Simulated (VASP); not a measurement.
## TePb (CsCl type): single point with PBE

Crystal: TePb (CsCl type).

```xyz
2
Lattice="3.5817 0.0000 0.0000 0.0000 3.5817 0.0000 0.0000 0.0000 3.5817" Properties=species:S:1:pos:R:3 pbc="T T T"
Pb    0.0000    0.0000    0.0000
Te    1.7909    1.7909    1.7909
```

This cell differs from its parent crystal: volume scaled by 0.72.

```json
{"Program": "VASP 6.6.1", "Task": "single point", "Functional": "PBE", "Potentials or basis": "VASP PAW PBE potentials, release 64 (Pb_d, Te)", "Cutoff": "520 eV", "k mesh": "11 × 11 × 11", "Occupations": "fermi-dirac, width 0.1 eV", "Spin": "no spin polarisation", "Dipole correction": "no", "Further INCAR settings": "ALGO = Normal; EDIFF = 1e-06; NBANDS = 17"}
```

```
Pressure               : 27.4 GPa
Band gap on the k mesh : zero (band 10 reaches 11.59 eV, above the bottom of band 11 at 8.92 eV)
```

Levels at points of the mesh, in eV from the Fermi level:
| k point | band 8 | band 9 | band 10 | band 11 | band 12 | band 13 |
| --- | --- | --- | --- | --- | --- | --- |
| (0.00, 0.00, 0.00) | -2.46 | -2.46 | -2.46 | 3.47 | 3.47 | 7.82 |

Wall time 18 s on 1 thread of AMD EPYC 9R45 96-Core Processor (Zen 5) (shared host), peak memory 0.16 GiB.

Caveat: spin-orbit coupling is left out, which moves the levels of the heavy elements.
